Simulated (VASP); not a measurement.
# MgO (nc) (Fm-3m) in VASP: single point with PBE

Aim: the single point of MgO (nc) with PBE.

Everything below comes from runs of VASP 6.6.1. Logs are shortened: lines on timing, memory, paths and dates and some standing lists are left out, and cuts for length are marked.

**What was measured.**

“Electronic structure of alkaline earth and post-transition metal oxides”, 2009, arxiv:0908.1581 quotes, for a bulk crystal of MgO: band gap 7.83 eV.

The runs below are set against these values where they give the same quantity.

**1. The cell of the first run**

Symmetry: Fm-3m, No. 225, cubic system. The conventional cell has a = 4.249 Å, b = 4.249 Å, c = 4.249 Å, α = 90.00°, β = 90.00°, γ = 90.00°. Within 2.8 Å of Mg (site symmetry m-3m) lie 6 O at 2.12 Å. Within 2.8 Å of O (site symmetry m-3m) lie 6 Mg at 2.12 Å.

**2. Single point, PBE**

INCAR reads:

```
SYSTEM = MgO
PREC = Accurate
ENCUT = 600
EDIFF = 1E-6
ISMEAR = 0
SIGMA = 0.02
LREAL = .False.
LASPH = .True.
NELM = 120
ALGO = Normal
ISIF = 2
LWAVE = .False.
LCHARG = .False.
GGA = PE
NBANDS = 11
GGA_COMPAT = .False.
```

KPOINTS reads:

```
Automatic mesh
0
Gamma
  10 10 10
  0 0 0
```

POSCAR reads:

```
MgO
1.0
    0.0000000000      2.1246304246      2.1246304246
    2.1246304246      0.0000000000      2.1246304246
    2.1246304246      2.1246304246      0.0000000000
Mg O
1 1
Direct
    0.0000000000      0.0000000000      0.0000000000
    0.5000000000      0.5000000000      0.5000000000
```

Potentials or basis: VASP PAW PBE potentials, release 64 (Mg, O).

Command:

```bash
> cat potpaw_PBE.64/Mg/POTCAR potpaw_PBE.64/O/POTCAR > POTCAR
> mpirun -np 1 vasp_std > vasp.out
```

OUTCAR:

```text
SYSTEM = MgO
   PREC = Accurate
   ENCUT = 600
   EDIFF = 1E-6
   ISMEAR = 0
   LREAL = .False.
   LASPH = .True.
   NELM = 120
   ISIF = 2
   GGA = PE

 ion  position               nearest neighbor table
   1  0.000  0.000  0.000-   2 2.12   2 2.12   2 2.12   2 2.12   2 2.12   2 2.12
   2  0.500  0.500  0.500-   1 2.12   1 2.12   1 2.12   1 2.12   1 2.12   1 2.12

  LATTYP: Found a face centered cubic cell.
 ALAT       =     4.2492608492

  Lattice vectors:

 A1 = (   0.0000000000,   2.1246304246,   2.1246304246)
 A2 = (   2.1246304246,   0.0000000000,   2.1246304246)
 A3 = (   2.1246304246,   2.1246304246,   0.0000000000)

Analysis of symmetry for initial positions (statically):
=====================================================================
 Subroutine PRICEL returns:
 Original cell was already a primitive cell.

 Routine SETGRP: Setting up the symmetry group for a
 face centered cubic supercell.

 Subroutine GETGRP returns: Found 48 space group operations
 (whereof 48 operations were pure point group operations)
 out of a pool of 48 trial point group operations.

The static configuration has the point symmetry O_h .

Analysis of symmetry for dynamics (positions and initial velocities):
=====================================================================
 Subroutine PRICEL returns:
 Original cell was already a primitive cell.

 Routine SETGRP: Setting up the symmetry group for a
 face centered cubic supercell.

 Subroutine GETGRP returns: Found 48 space group operations
 (whereof 48 operations were pure point group operations)
 out of a pool of 48 trial point group operations.

The dynamic configuration has the point symmetry O_h .

 Subroutine INISYM returns: Found 48 space group operations
 (whereof 48 operations are pure point group operations),
 and found     1 'primitive' translations

----------------------------------------------------------------------------------------

                                     Primitive cell

  volume of cell :      19.1814

  direct lattice vectors                    reciprocal lattice vectors
     0.000000000  2.124630425  2.124630425    -0.235335047  0.235335047  0.235335047
     2.124630425  0.000000000  2.124630425     0.235335047 -0.235335047  0.235335047
     2.124630425  2.124630425  0.000000000     0.235335047  0.235335047 -0.235335047

  length of vectors
     3.004681161  3.004681161  3.004681161     0.407612258  0.407612258  0.407612258

  position of ions in fractional coordinates (direct lattice)
     0.000000000  0.000000000  0.000000000
     0.500000000  0.500000000  0.500000000

  ion indices of the primitive-cell ions
   primitive index   ion index
                 1           1
                 2           2

----------------------------------------------------------------------------------------

 KPOINTS: Automatic mesh

Automatic generation of k-mesh.
 Grid dimensions read from file:
 generate k-points for:   10   10   10

 Generating k-lattice:

  Cartesian coordinates                     Fractional coordinates (reciprocal lattice)
    -0.023533505  0.023533505  0.023533505     0.100000000  0.000000000  0.000000000
     0.023533505 -0.023533505  0.023533505     0.000000000  0.100000000  0.000000000
     0.023533505  0.023533505 -0.023533505     0.000000000  0.000000000  0.100000000

  Length of vectors
     0.040761226  0.040761226  0.040761226

  Shift w.r.t. Gamma in fractional coordinates (k-lattice)
     0.000000000  0.000000000  0.000000000

 Subroutine IBZKPT returns following result:
 ===========================================

 Found     47 irreducible k-points:

 Following reciprocal coordinates:
            Coordinates               Weight
  0.000000  0.000000  0.000000      1.000000
  0.100000  0.000000  0.000000      8.000000
  0.200000  0.000000  0.000000      8.000000
  0.300000  0.000000  0.000000      8.000000
  0.400000  0.000000  0.000000      8.000000
  0.500000  0.000000  0.000000      4.000000
[... 16 lines left out ...]
  0.300000  0.300000  0.000000      6.000000
  0.400000  0.300000  0.000000     24.000000
 [... further k-points ...]
   k-points           NKPTS =     47   k-points in BZ     NKDIM =     47   number of bands    NBANDS=     11
   number of dos      NEDOS =    301   number of ions     NIONS =      2
   total plane-waves  NPLWV =  13824
   dimension x,y,z NGX =    24 NGY =   24 NGZ =   24
   dimension x,y,z NGXF=    48 NGYF=   48 NGZF=   48
   ions per type =               1   1
   NGX,Y,Z   is equivalent  to a cutoff of  13.28, 13.28, 13.28 a.u.
   NGXF,Y,Z  is equivalent  to a cutoff of  26.56, 26.56, 26.56 a.u.
 SYSTEM =  MgO
   PREC   = accura    normal or accurate (medium, high low for compatibility)
   ISTART =      0    job   : 0-new  1-cont  2-samecut
   ICHARG =      2    charge: 1-file 2-atom 10-const
   ISPIN  =      1    spin polarized calculation?
   LNONCOLLINEAR =      F non collinear calculations
   LSORBIT =      F    spin-orbit coupling
   LASPH  =      T    aspherical Exc in radial PAW
   ENCUT  =  600.0 eV  44.10 Ry    6.64 a.u.   6.00  6.00  6.00*2*pi/ulx,y,z
   NELM   =    120;   NELMIN=  2; NELMDL= -5     # of ELM steps
   EDIFF  = 0.1E-05   stopping-criterion for ELM
   LREAL  =      F    real-space projection
   EDIFFG = 0.1E-04   stopping-criterion for IOM
   NSW    =      0    number of steps for IOM
   IBRION =     -1    ionic relax: 0-MD 1-quasi-New 2-CG
   NFREE  =      0    steps in history (QN), initial steepest desc. (CG)
   ISIF   =      2    stress and relaxation
   ISYM   =      2    0-nonsym 1-usesym 2-fastsym
   POTIM  = 0.5000    time-step for ionic-motion
   TEBEG  =    0.0;   TEEND  =   0.0 temperature during run
   PSTRESS=    0.0 pullay stress
   NELECT =       8.0000    total number of electrons
   NUPDOWN=      -1.0000    fix difference up-down
   EMIN   =  10.00;   EMAX   =-10.00  energy-range for DOS
   EFERMI =   0.00;   METHOD = LEGACY
   ISMEAR =     0;   SIGMA  =   0.02  broadening in eV -4-tet -1-fermi 0-gaus
   EFERMI_NEDOS =   21; number of points for ismear=-14 and -15
   IALGO  =     38    algorithm
   IMIX   =      4    mixing-type and parameters
     AMIX     =   0.40;   BMIX     =  1.00
     AMIX_MAG =   1.60;   BMIX_MAG =  1.00
  volume/ion in A,a.u.               =       9.59        64.72
  Fermi-wavevector in a.u.,A,eV,Ry     =   1.223145  2.311410 20.355469  1.496085
  Thomas-Fermi vector in A             =   2.358267
   LORBIT       =      0    0 simple, 1 ext, 2 COOP (PROOUT), +10 PAW based schemes
   GGA     = PE    functional components
   LHFCALC =     F    Hartree Fock is set to
   AEXX    =    0.0000 exact exchange contribution
   IVDW    =     0    specifies the selected vdW correction
   LEPSILON=     F    determine dielectric tensor
   LRPA    =     F    only Hartree local field effects (RPA)
 non-spin polarized calculation
 Gauss-broadening in eV      SIGMA  =   0.02
  energy-cutoff  :      600.00
  volume of cell :       19.18
 maximum number of plane-waves:       656
   NGX = 13   NGY = 13   NGZ = 13

 number of electron       8.0000004 magnetization

 Free energy of the ion-electron system (eV)
  ---------------------------------------------------
  ext. energy  EPLUGINS =         0.00000000
  ---------------------------------------------------
  free energy    TOTEN  =       -11.91494681 eV

  energy without entropy =      -11.91494681  energy(sigma->0) =      -11.91494681

 E-fermi :   3.0735     XC(G=0): -10.9543

 val. band max:        2.9899213616   @ k =   0.0000   0.0000   0.0000
 cond. band min:       7.4647554042   @ k =   0.0000   0.0000   0.0000
 fundamental gap:      4.4748340427
 Fermi energy:         3.0734541825

 k-point     1 :       0.0000    0.0000    0.0000
  band No.  band energies     occupation
      1     -14.1397      2.00000
      2       2.9899      2.00000
      3       2.9899      2.00000
      4       2.9899      2.00000
      5       7.4648      0.00000
      6      18.6419      0.00000
      7      18.6419      0.00000
      8      18.6419      0.00000
      9      22.4877      0.00000
     10      24.2338      0.00000
     11      24.2338      0.00000

 k-point     2 :       0.1000    0.0000    0.0000
  band No.  band energies     occupation
      1     -14.0388      2.00000
      2       2.3432      2.00000
      3       2.9257      2.00000
      4       2.9257      2.00000
      5       8.0965      0.00000
      6      17.3992      0.00000
      7      18.8718      0.00000
      8      18.8718      0.00000
      9      23.4666      0.00000
     10      23.4666      0.00000
     11      24.0938      0.00000

 k-point     3 :       0.2000    0.0000    0.0000
  band No.  band energies     occupation
      1     -13.7620      2.00000
      2       1.0486      2.00000
      3       2.7623      2.00000
      4       2.7623      2.00000
      5       9.2952      0.00000
      6      15.8788      0.00000
      7      19.3216      0.00000
      8      19.3216      0.00000
      9      22.7685      0.00000
     10      22.7685      0.00000
     11      24.8324      0.00000

 k-point     4 :       0.3000    0.0000    0.0000
  band No.  band energies     occupation
      1     -13.3895      2.00000
      2      -0.2352      2.00000
      3       2.5699      2.00000
      4       2.5699      2.00000
      5      10.2564      0.00000
      6      15.1416      0.00000
      7      19.3892      0.00000
      8      19.3892      0.00000
      9      23.2201      0.00000
     10      23.2201      0.00000
     11      24.2129      0.00000
[... 239 lines left out ...]
 k-point    22 :      -0.2000    0.2000    0.0000
  band No.  band energies     occupation
      1     -13.2785      2.00000
      2      -0.0435      2.00000
      3       1.6961      2.00000
      4       2.5684      2.00000
      5      11.1819      0.00000
      6      14.7520      0.00000
      7      17.8038      0.00000
      8      20.4672      0.00000
      9      21.2719      0.00000
     10      24.0438      0.00000
     11      27.3617      0.00000

 k-point    23 :       0.3000    0.3000    0.0000
  band No.  band energies     occupation
      1     -13.1961      2.00000
      2      -0.0916      2.00000
      3       2.0801      2.00000
      4       2.0801      2.00000
      5      11.5674      0.00000
      6      13.3689      0.00000
      7      17.1313      0.00000
      8      20.6072      0.00000
      9      20.6072      0.00000
     10      26.8400      0.00000
     11      29.8312      0.00000

 k-point    24 :       0.4000    0.3000    0.0000
  band No.  band energies     occupation
      1     -12.9616      2.00000
      2      -0.4995      2.00000
      3       1.7251      2.00000
      4       1.9373      2.00000
      5      12.3056      0.00000
      6      13.0844      0.00000
      7      16.3134      0.00000
      8      20.8235      0.00000
      9      21.0253      0.00000
     10      27.5545      0.00000
     11      29.4417      0.00000

 [... further k-points ...]

------------------------ aborting loop because EDIFF is reached ----------------------------------------

  FORCE on cell =-STRESS in cart. coord.  units (eV):
  Direction    XX          YY          ZZ          XY          YZ          ZX
  --------------------------------------------------------------------------------------
  -------------------------------------------------------------------------------------
  Total       -0.0657923     -0.0657923     -0.0657923      0.0000000      0.0000000      0.0000000
  in kB       -5.4954765     -5.4954765     -5.4954765      0.0000000      0.0000000      0.0000000
  external PRESSURE =      -5.4954765 kB  Pullay stress =       0.0000000 kB

 VOLUME and BASIS-vectors are now :
 -----------------------------------------------------------------------------
  energy-cutoff  :      600.00
  volume of cell :       19.18
      direct lattice vectors                 reciprocal lattice vectors
     0.000000000  2.124630425  2.124630425    -0.235335047  0.235335047  0.235335047
     2.124630425  0.000000000  2.124630425     0.235335047 -0.235335047  0.235335047
     2.124630425  2.124630425  0.000000000     0.235335047  0.235335047 -0.235335047

 POSITION                                       TOTAL-FORCE (eV/Angst)
 -----------------------------------------------------------------------------------
      0.00000      0.00000      0.00000        -0.000000     -0.000000      0.000000
      2.12463      2.12463      2.12463         0.000000      0.000000      0.000000
 -----------------------------------------------------------------------------------
    total drift:                               -0.000000     -0.000000      0.000000

  FREE ENERGIE OF THE ION-ELECTRON SYSTEM (eV)
  ---------------------------------------------------
  free  energy   TOTEN  =       -11.9149468124 eV

  energy  without entropy=      -11.9149468124  energy(sigma->0) =      -11.91494681
```

It took 13 s on 1 thread of AMD EPYC 9R14 (Zen 4), shared host; peak memory 0.11 GiB.

Results:

```yaml
Free_energy: -11.9149 eV
Pressure: -0.5 GPa
Band_gap_on_the_k_mesh: 4.47 eV, direct
```

**3. How close it comes**

Step 2. A measured gap of MgO is 7.83 eV (quoted in “Electronic structure of alkaline earth and post-transition metal oxides”, 2009, arxiv:0908.1581); the calculated 4.47 eV misses it by -3.36 eV. The value is that of PBE, without temperature or zero-point motion. Semilocal functionals fall short of measured gaps as a rule.
